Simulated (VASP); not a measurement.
A run of VASP 6.6.1 is set up as follows.

Contents of INCAR:

```
SYSTEM = SiNi
PREC = Accurate ; ENCUT = 520
EDIFF = 1E-6 ; ISMEAR = -1
SIGMA = 0.1 ; LREAL = .False.
LASPH = .True. ; NELM = 80
ALGO = Normal ; ISIF = 2
LWAVE = .False. ; LCHARG = .True.
GGA = PE ; LELF = .True.
LVHAR = .True. ; NBANDS = 14
```

File KPOINTS:

```
regular mesh
0
Gamma
  15 15 15
  0 0 0
```

File POSCAR:

```
SiNi
1.0
    2.8387275338      0.0000000000      0.0000000000
    0.0000000000      2.8387275338      0.0000000000
    0.0000000000      0.0000000000      2.8387275338
Ni Si
1 1
Direct
    0.0000000000      0.0000000000      0.0000000000
    0.5000000000      0.5000000000      0.5000000000
```

Potentials or basis: VASP PAW PBE potentials, release 64 (Ni, Si).

The run is started by

```bash
$ cat potpaw_PBE.64/Ni/POTCAR potpaw_PBE.64/Si/POTCAR > POTCAR
$ mpirun -np 1 vasp_std > vasp.out
```

Question: Estimate the pressure.

Answer: 0.1 GPa.

Question: Estimate the band gap on the k mesh.

Answer: Zero (band 7 reaches 14.35 eV, above the bottom of band 8 at 11.16 eV).

Spin polarisation is off, so any magnetic state and its effect on volume and gap are missing.
